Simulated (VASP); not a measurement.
**CdO: single point with revPBE**

Crystal: CdO.

```
CELL_PARAMETERS angstrom
0.00000 2.31775 2.31775
2.31775 0.00000 2.31775
2.31775 2.31775 0.00000
ATOMIC_POSITIONS crystal
Cd 0.00000 0.00000 0.00000
O 0.50000 0.50000 0.50000
```

| Property | Result |
| --- | --- |
| Program | VASP 6.6.1 |
| Task | single point |
| Functional | revPBE |
| Potentials or basis | VASP PAW PBE potentials, release 64 (Cd_sv_GW, O) |
| Cutoff | 700 eV |
| k mesh | 10 × 10 × 10 |
| Occupations | fermi-dirac, width 0.05 eV |
| Spin | no spin polarisation |

```yaml
Pressure: 16.3 GPa
Band_gap_on_the_k_mesh: zero (bands 13 and 14 overlap by 0.27 eV)
```

Levels at points of the mesh, in eV from the Fermi level:
```tsv
k point	band 9	band 10	band 11	band 12	band 13	band 14	band 15	band 16	band 17	band 18
(0.00, 0.00, 0.00)	-6.64	-6.64	-1.68	-1.68	-1.68	-0.43	14.45	17.21	17.21	17.21
(0.50, 0.00, 0.00)	-6.37	-6.37	-4.05	-0.16	-0.16	4.36	7.52	12.01	12.01	18.10
(0.50, 0.50, 0.00)	-6.22	-5.85	-4.75	-2.67	-2.67	4.01	8.60	11.27	13.59	13.59
```

Wall time 26 s on 1 thread of AMD EPYC 7R13 Processor (Zen 3) (shared host), peak memory 0.16 GiB.

Caveat: the cell stands under pressure; semilocal functionals underestimate gaps, and a narrow one can read as zero; the PAW data sets were made with another functional, which shifts forces and pressure a little.
